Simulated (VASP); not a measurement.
# PbS (Fm-3m) in VASP: a series of runs, part 2 of 2

VASP 6.6.1.

### Step 5. Relaxation of cell and atoms, LDA, target pressure 5 GPa, at which the enthalpy is minimised

File INCAR:

```
SYSTEM = PbS
ALGO     = Normal         ! electronic algorithm
EDIFF    = 1E-7           ! SCF threshold, eV
EDIFFG   = -0.03          ! ionic threshold
ENCUT    = 500            ! plane-wave cutoff, eV
GGA      = CA             ! functional
GGA_COMPAT= .False.      
IBRION   = 2              ! ionic algorithm
ISIF     = 3              ! what is computed and relaxed
ISMEAR   = 0              ! smearing method
LASPH    = .True.         ! aspherical terms in the spheres
LCHARG   = .False.        ! write CHGCAR
LREAL    = .False.        ! projectors in reciprocal space
LWAVE    = .False.        ! write WAVECAR
NELM     = 120            ! most SCF steps
NELMIN   = 4            
NSW      = 80             ! ionic steps
PREC     = Accurate       ! precision mode
PSTRESS  = 50.0         
SIGMA    = 0.01           ! smearing width, eV
```

File KPOINTS:

```
k-points
0
Gamma
  6 6 6
  0 0 0
```

File POSCAR:

```
PbS
1.0
    0.0000000000      2.9657500000      2.9657500000
    2.9657500000      0.0000000000      2.9657500000
    2.9657500000      2.9657500000      0.0000000000
Pb S
1 1
Direct
    0.0000000000      0.0000000000      0.0000000000
    0.5000000000      0.5000000000      0.5000000000
```

Potentials or basis: VASP PAW LDA potentials, release 64 (Pb_d, S).

Started as:

```bash
$ cat potpaw_LDA.64/Pb_d/POTCAR potpaw_LDA.64/S/POTCAR > POTCAR
$ mpirun -np 1 vasp_std > vasp.out
```

OUTCAR:

```text
SYSTEM = PbS
   EDIFF = 1E-7
   EDIFFG = -0.03
   ENCUT = 500
   GGA = CA
   IBRION = 2
   ISIF = 3
   ISMEAR = 0
   LASPH = .True.
   LREAL = .False.
   NELM = 120
   NELMIN = 4
   NSW = 80
   PREC = Accurate
   PSTRESS = 50.0

 ion  position               nearest neighbor table
   1  0.000  0.000  0.000-   2 2.97   2 2.97   2 2.97   2 2.97   2 2.97   2 2.97
   2  0.500  0.500  0.500-   1 2.97   1 2.97   1 2.97   1 2.97   1 2.97   1 2.97

  LATTYP: Found a face centered cubic cell.
 ALAT       =     5.9315000000

  Lattice vectors:

 A1 = (   0.0000000000,   2.9657500000,   2.9657500000)
 A2 = (   2.9657500000,   0.0000000000,   2.9657500000)
 A3 = (   2.9657500000,   2.9657500000,   0.0000000000)

Analysis of symmetry for initial positions (statically):
=====================================================================
 Subroutine PRICEL returns:
 Original cell was already a primitive cell.

 Routine SETGRP: Setting up the symmetry group for a
 face centered cubic supercell.

 Subroutine GETGRP returns: Found 48 space group operations
 (whereof 48 operations were pure point group operations)
 out of a pool of 48 trial point group operations.

The static configuration has the point symmetry O_h .

Analysis of symmetry for dynamics (positions and initial velocities):
=====================================================================
 Subroutine PRICEL returns:
 Original cell was already a primitive cell.

 Routine SETGRP: Setting up the symmetry group for a
 face centered cubic supercell.

 Subroutine GETGRP returns: Found 48 space group operations
 (whereof 48 operations were pure point group operations)
 out of a pool of 48 trial point group operations.

The dynamic configuration has the point symmetry O_h .

 Subroutine INISYM returns: Found 48 space group operations
 (whereof 48 operations are pure point group operations),
 and found     1 'primitive' translations

----------------------------------------------------------------------------------------

                                     Primitive cell

  volume of cell :      52.1715

  direct lattice vectors                    reciprocal lattice vectors
     0.000000000  2.965750000  2.965750000    -0.168591419  0.168591419  0.168591419
     2.965750000  0.000000000  2.965750000     0.168591419 -0.168591419  0.168591419
     2.965750000  2.965750000  0.000000000     0.168591419  0.168591419 -0.168591419

  length of vectors
     4.194203873  4.194203873  4.194203873     0.292008903  0.292008903  0.292008903

  position of ions in fractional coordinates (direct lattice)
     0.000000000  0.000000000  0.000000000
     0.500000000  0.500000000  0.500000000

  ion indices of the primitive-cell ions
   primitive index   ion index
                 1           1
                 2           2

----------------------------------------------------------------------------------------

 KPOINTS: k-points

Automatic generation of k-mesh.
 Grid dimensions read from file:
 generate k-points for:    6    6    6

 Generating k-lattice:

  Cartesian coordinates                     Fractional coordinates (reciprocal lattice)
    -0.028098570  0.028098570  0.028098570     0.166666667  0.000000000  0.000000000
     0.028098570 -0.028098570  0.028098570     0.000000000  0.166666667  0.000000000
     0.028098570  0.028098570 -0.028098570     0.000000000  0.000000000  0.166666667

  Length of vectors
     0.048668150  0.048668150  0.048668150

  Shift w.r.t. Gamma in fractional coordinates (k-lattice)
     0.000000000  0.000000000  0.000000000

 Subroutine IBZKPT returns following result:
 ===========================================

 Found     16 irreducible k-points:

 Following reciprocal coordinates:
            Coordinates               Weight
  0.000000  0.000000  0.000000      1.000000
  0.166667  0.000000  0.000000      8.000000
  0.333333  0.000000  0.000000      8.000000
  0.500000  0.000000  0.000000      4.000000
  0.166667  0.166667  0.000000      6.000000
  0.333333  0.166667  0.000000     24.000000
[... 8 lines left out ...]
 -0.333333  0.333333  0.166667     24.000000
 -0.333333  0.500000  0.166667     12.000000
   k-points           NKPTS =     16   k-points in BZ     NKDIM =     16   number of bands    NBANDS=     14
   number of dos      NEDOS =    301   number of ions     NIONS =      2
   total plane-waves  NPLWV =  32768
   dimension x,y,z NGX =    32 NGY =   32 NGZ =   32
   dimension x,y,z NGXF=    64 NGYF=   64 NGZF=   64
   ions per type =               1   1
   NGX,Y,Z   is equivalent  to a cutoff of  12.68, 12.68, 12.68 a.u.
   NGXF,Y,Z  is equivalent  to a cutoff of  25.37, 25.37, 25.37 a.u.
 SYSTEM =  PbS
   PREC   = accura    normal or accurate (medium, high low for compatibility)
   ISTART =      0    job   : 0-new  1-cont  2-samecut
   ICHARG =      2    charge: 1-file 2-atom 10-const
   ISPIN  =      1    spin polarized calculation?
   LNONCOLLINEAR =      F non collinear calculations
   LSORBIT =      F    spin-orbit coupling
   LASPH  =      T    aspherical Exc in radial PAW
   ENCUT  =  500.0 eV  36.75 Ry    6.06 a.u.   7.65  7.65  7.65*2*pi/ulx,y,z
   NELM   =    120;   NELMIN=  4; NELMDL= -5     # of ELM steps
   EDIFF  = 0.1E-06   stopping-criterion for ELM
   LREAL  =      F    real-space projection
   EDIFFG = -.3E-01   stopping-criterion for IOM
   NSW    =     80    number of steps for IOM
   IBRION =      2    ionic relax: 0-MD 1-quasi-New 2-CG
   NFREE  =      1    steps in history (QN), initial steepest desc. (CG)
   ISIF   =      3    stress and relaxation
   ISYM   =      2    0-nonsym 1-usesym 2-fastsym
   POTIM  = 0.5000    time-step for ionic-motion
   TEBEG  =    0.0;   TEEND  =   0.0 temperature during run
   PSTRESS=   50.0 pullay stress
   NELECT =      20.0000    total number of electrons
   NUPDOWN=      -1.0000    fix difference up-down
   EMIN   =  10.00;   EMAX   =-10.00  energy-range for DOS
   EFERMI =   0.00;   METHOD = LEGACY
   ISMEAR =     0;   SIGMA  =   0.01  broadening in eV -4-tet -1-fermi 0-gaus
   EFERMI_NEDOS =   21; number of points for ismear=-14 and -15
   IALGO  =     38    algorithm
   IMIX   =      4    mixing-type and parameters
     AMIX     =   0.40;   BMIX     =  1.00
     AMIX_MAG =   1.60;   BMIX_MAG =  1.00
  volume/ion in A,a.u.               =      26.09       176.04
  Fermi-wavevector in a.u.,A,eV,Ry     =   1.189251  2.247359 19.242973  1.414319
  Thomas-Fermi vector in A             =   2.325363
   LORBIT       =      0    0 simple, 1 ext, 2 COOP (PROOUT), +10 PAW based schemes
   GGA     = CA    functional components
   LHFCALC =     F    Hartree Fock is set to
   AEXX    =    0.0000 exact exchange contribution
   IVDW    =     0    specifies the selected vdW correction
   LEPSILON=     F    determine dielectric tensor
   LRPA    =     F    only Hartree local field effects (RPA)
 conjugate gradient relaxation of ions
 non-spin polarized calculation
 Gauss-broadening in eV      SIGMA  =   0.01
  energy-cutoff  :      500.00
  volume of cell :       52.17
 maximum number of plane-waves:      1363
 NGX is ok and might be reduce to    32
   NGX = 15   NGY = 15   NGZ = 15

--------------------------------------- Ionic step        1  -------------------------------------------

 number of electron      19.9999998 magnetization

 Free energy of the ion-electron system (eV)
  ---------------------------------------------------
  ext. energy  EPLUGINS =         0.00000000
  ---------------------------------------------------
  free energy    TOTEN  =        -9.98417455 eV

  energy without entropy =       -9.98417455  energy(sigma->0) =       -9.98417455

------------------------ aborting loop because EDIFF is reached ----------------------------------------

  FORCE on cell =-STRESS in cart. coord.  units (eV):
  Direction    XX          YY          ZZ          XY          YZ          ZX
  --------------------------------------------------------------------------------------
  -------------------------------------------------------------------------------------
  Total       -0.8376827     -0.8376827     -0.8376827      0.0000000      0.0000000     -0.0000000
  in kB      -25.7250683    -25.7250683    -25.7250683      0.0000000      0.0000000     -0.0000000
  external PRESSURE =     -75.7250683 kB  Pullay stress =      50.0000000 kB
[... 61 lines left out ...]
  enthalpy is  TOTEN    =        -8.4469700549 eV   P V=        1.3545607258

--------------------------------------- Ionic step        3  -------------------------------------------

 number of electron      20.0000002 magnetization

 Free energy of the ion-electron system (eV)
  ---------------------------------------------------
  ext. energy  EPLUGINS =         0.00000000
  ---------------------------------------------------
  free energy    TOTEN  =        -9.95629562 eV

  energy without entropy =       -9.95629562  energy(sigma->0) =       -9.95629562

 E-fermi :   7.1707     XC(G=0): -10.5733

 val. band max:        7.1076933596   @ k =   0.5000   0.0000   0.0000
 cond. band min:       7.3781940517   @ k =   0.5000   0.0000   0.0000
 fundamental gap:      0.2705006921
 Fermi energy:         7.1706757564

 k-point     1 :       0.0000    0.0000    0.0000
  band No.  band energies     occupation
      1      -9.8154      2.00000
      2      -9.8154      2.00000
      3      -9.8154      2.00000
      4      -9.8120      2.00000
      5      -9.8120      2.00000
      6      -7.4946      2.00000
      7       1.3585      2.00000
      8       4.4334      2.00000
      9       4.4334      2.00000
     10       4.4334      2.00000
     11      12.6326      0.00000
     12      12.6326      0.00000
     13      12.6326      0.00000
     14      13.5559      0.00000
[... 282 lines left out ...]
  FREE ENERGIE OF THE ION-ELECTRON SYSTEM (eV)
  ---------------------------------------------------
  free  energy   TOTEN  =        -9.9562956228 eV

  energy  without entropy=       -9.9562956228  energy(sigma->0) =       -9.95629562

  enthalpy is  TOTEN    =        -8.5059145002 eV   P V=        1.4503811225

 reached required accuracy - stopping structural energy minimisation
```

It took 36 s on 1 thread of Intel Xeon 8259CL, shared host; peak memory 0.17 GiB.

What came out:

* Free energy: -9.9563 eV
* Relaxed volume: 23.24 Å³/atom
* Relaxed cell: a = 4.036 Å, b = 4.036 Å, c = 4.036 Å, α = 60.00°, β = 60.00°, γ = 60.00°
* Space group after relaxing (to 0.1 Å): Fm-3m (No. 225)
* Energy change on relaxing (the run minimises the enthalpy): +13.9 meV/atom
* Ionic steps: 3
* Pressure after relaxing: 4.9 GPa
* Band gap on the k mesh: 0.27 eV

The path:
| step | energy change (eV) | largest force (eV/Å) | pressure (GPa) | volume (Å³) |
| --- | --- | --- | --- | --- |
| 1 | 0.0000 | 0.0000 | -2.57 | 52.17 |
| 2 | 0.1826 | 0.0000 | 11.64 | 43.40 |
| 3 | 0.0279 | 0.0000 | 4.90 | 46.48 |

Final structure:
```xyz
2
Lattice="0.0000 2.8536 2.8536 2.8536 0.0000 2.8536 2.8536 2.8536 0.0000" Properties=species:S:1:pos:R:3 pbc="T T T"
Pb    0.0000    0.0000    0.0000
S     2.8536    2.8536    2.8536
```

Levels at points of the mesh, in eV from the valence-band top:
```csv
k point,band 8,band 9,band 10,band 11,band 12,band 13
"(0.00, 0.00, 0.00)",-2.67,-2.67,-2.67,5.52,5.52,5.52
"(0.50, 0.00, 0.00)",-2.16,-2.16,0.00,0.27,1.66,1.66
"(0.50, 0.50, 0.00)",-6.21,-4.16,-4.16,3.31,5.95,6.12
```

Caveat: the cell is relaxed towards a set pressure, so the run minimises the enthalpy, not the energy; spin-orbit coupling is left out, which moves the levels of the heavy elements.

### Step 6. Relaxation of cell and atoms, LDA, target pressure 10 GPa, at which the enthalpy is minimised

File INCAR:

```
PREC     = Accurate       # precision mode
ENCUT    = 500            # plane-wave cutoff, eV
EDIFF    = 1E-7           # SCF threshold, eV
ISMEAR   = 0              # smearing method
SIGMA    = 0.01           # smearing width, eV
LREAL    = F              # projectors in reciprocal space
LASPH    = T              # aspherical terms in the spheres
NELM     = 120            # most SCF steps
ALGO     = Normal         # electronic algorithm
ISIF     = 3              # what is computed and relaxed
LWAVE    = F              # write WAVECAR
LCHARG   = F              # write CHGCAR
IBRION   = 2              # ionic algorithm
NSW      = 80             # ionic steps
EDIFFG   = -0.03          # ionic threshold
PSTRESS  = 100.0        
GGA_COMPAT= F            
NELMIN   = 4
```

File KPOINTS:

```
Automatic mesh
0
Gamma
  6 6 6
```

POSCAR is that of step 5.

Potentials or basis: VASP PAW LDA potentials, release 64 (Pb_d, S).

Started as:

```bash
$ cat potpaw_LDA.64/Pb_d/POTCAR potpaw_LDA.64/S/POTCAR > POTCAR
$ mpirun -np 1 vasp_std > vasp.out
```

Run time: 43 s. Hardware: 1 thread of Intel Xeon 8259CL, shared host; peak memory 0.17 GiB.

It converged, with:

```
Free energy                                                : -9.8466 eV
Relaxed volume                                             : 22.04 Å³/atom
Relaxed cell                                               : a = 3.965 Å, b = 3.965 Å, c = 3.965 Å, α = 60.00°, β = 60.00°, γ = 60.00°
Space group after relaxing (to 0.1 Å)                      : Fm-3m (No. 225)
Energy change on relaxing (the run minimises the enthalpy) : +68.8 meV/atom
Ionic steps                                                : 4
Pressure after relaxing                                    : 10.0 GPa
Band gap on the k mesh                                     : 0.55 eV
```

Step by step:
```csv
step,energy change (eV),largest force (eV/Å),pressure (GPa),volume (Å³)
1,0.0000,0.0000,-2.57,52.17
2,0.8282,0.0000,29.81,38.19
3,0.1284,0.0000,9.61,44.22
4,0.1376,0.0000,9.96,44.07
```

Final structure:
```xyz
2
Lattice="0.0000 2.8036 2.8036 2.8036 0.0000 2.8036 2.8036 2.8036 0.0000" Properties=species:S:1:pos:R:3 pbc="T T T"
Pb    2.8036    2.8036    0.0000
S     2.8036    2.8036    2.8036
```

Levels at points of the mesh, in eV from the valence-band top:
| k point | band 6 | band 7 | band 8 | band 9 | band 10 | band 11 | band 12 | band 13 | band 14 |
| --- | --- | --- | --- | --- | --- | --- | --- | --- | --- |
| (0.00, 0.00, 0.00) | -15.01 | -5.46 | -2.81 | -2.81 | -2.81 | 5.85 | 5.85 | 5.85 | 6.46 |
| (0.50, 0.00, 0.00) | -13.25 | -9.82 | -2.23 | -2.23 | 0.00 | 0.55 | 1.66 | 1.66 | 8.95 |
| (0.50, 0.50, 0.00) | -12.41 | -7.32 | -6.57 | -4.39 | -4.39 | 3.22 | 6.30 | 6.50 | 6.50 |

Caveat: the cell is relaxed towards a set pressure, so the run minimises the enthalpy, not the energy; the volume moved by over 15 % at a fixed basis, so the end points are rough; spin-orbit coupling is left out, which moves the levels of the heavy elements.

### Step 7. Summary

| cell | gap on the mesh (eV) | pressure (GPa) |
| --- | --- | --- |
| relaxed to -2 GPa | 0.17 | -2.0 |
| relaxed | 0.03 | 0.1 |
| relaxed to 2 GPa | 0.09 | 1.8 |
| relaxed to 5 GPa | 0.27 | 4.9 |
| relaxed to 10 GPa | 0.55 | 10.0 |

Alike in all rows: task relaxation of cell and atoms; level LDA; potentials or basis VASP PAW LDA potentials, release 64 (Pb_d, S); no spin polarisation; k mesh 6 × 6 × 6; cutoff (eV) 500; smearing gaussian 0.01 eV.

Caveats: spin-orbit coupling is left out, which moves the levels of the heavy elements; the cell is relaxed towards a set pressure, so the run minimises the enthalpy, not the energy (at least some runs); the volume moved by over 15 % at a fixed basis, so the end points are rough (at least some runs).

Absolute energies hang on the potentials; compare differences alone.
